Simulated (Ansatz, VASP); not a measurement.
# NaCl in VASP and in Ansatz

POSCAR

```
NaCl
1.0
    0.1780253510      3.1362501264      3.1362501264
    3.1362501264      0.1780253510      3.1362501264
    3.1362501264      3.1362501264      0.1780253510
Na Cl
1 1
Direct
    0.0062441013      0.0062441013      0.0062441013
    0.2437558987      0.2437558987      0.2437558987
```

INCAR.step1

```
SYSTEM = NaCl
  ALGO = Normal
  EDIFF = 1E-4
  ENCUT = 520
  GGA = PE
  ISMEAR = 0
  LASPH = .TRUE.
  LCHARG = .FALSE.
  LREAL = .FALSE.
  LWAVE = .TRUE.
  NBANDS = 14
  NELM = 60
  PREC = Accurate
  SIGMA = 0.01
```

File INCAR.step2:

```
SYSTEM = NaCl
  ALGO = Normal
  EDIFF = 1E-6
  ENCUT = 520
  ISIF = 2
  ISMEAR = 0
  ISTART = 1
  LASPH = .TRUE.
  LCHARG = .FALSE.
  LMIXTAU = .TRUE.
  LREAL = .FALSE.
  LWAVE = .FALSE.
  METAGGA = R2SCAN
  NBANDS = 14
  NELM = 60
  PREC = Accurate
  SIGMA = 0.01
```

Contents of KPOINTS:

```
k-points
0
G
  8 8 8
  0 0 0
```

Input for Ansatz:

```yaml
crystal:
  lattice:
    - [0.178025351, 3.1362501264, 3.1362501264]
    - [3.1362501264, 0.178025351, 3.1362501264]
    - [3.1362501264, 3.1362501264, 0.178025351]
  atoms:
    - { symbol: Na, position: [0.0062441013, 0.0062441013, 0.0062441013] }
    - { symbol: Cl, position: [0.2437558987, 0.2437558987, 0.2437558987] }
kpoints:
  mp_grid: { grid: [8, 8, 8] }
  band_path:
    path:
      - [0.0, 0.0, 0.0]
      - [-0.5, -0.5, 0.0]
      - [-0.375, -0.375, 0.25]
      - [-0.375, 0.0, 0.375]
      - [0.0, 0.0, 0.5]
      - [-0.5, -0.25, 0.25]
    npoints: 1
hamiltonian:
  xc: r2scan
scf:
  occupations: { method: fixed }
  n_extra_bands: 4
output:
  forces: true
  stress: true
  eigenvalues: true
```

Change from the starting cell: epitaxial_111 strain -4.2%.

Alike in both runs: task single point; functional r2SCAN; k mesh 8 × 8 × 8; no spin polarisation.

```csv
,VASP,Ansatz
version,VASP 6.6.1,Ansatz 0.2.0
potentials or method,"VASP PAW PBE potentials, release 64 (Na_pv, Cl)","plane waves, PAW"
plane-wave cutoff (eV),520,500
occupations,"gaussian, width 0.01 eV",fixed
valence electrons in the cell,14,16
```

```tsv
	VASP	Ansatz	Ansatz less VASP
gap on the k mesh at the Fermi level (eV)	5.52	5.51	-0.015
pressure (GPa)	0.6	0.7	+0.15
traceless stress, the component that is largest in VASP (GPa)	-0.37	-0.36	+0.007
```

VASP's potentials were made for PBE, not for r2SCAN. VASP's potentials hold 14 valence electrons a cell and Ansatz's 16, so a difference there can come from the potentials and not from the codes.
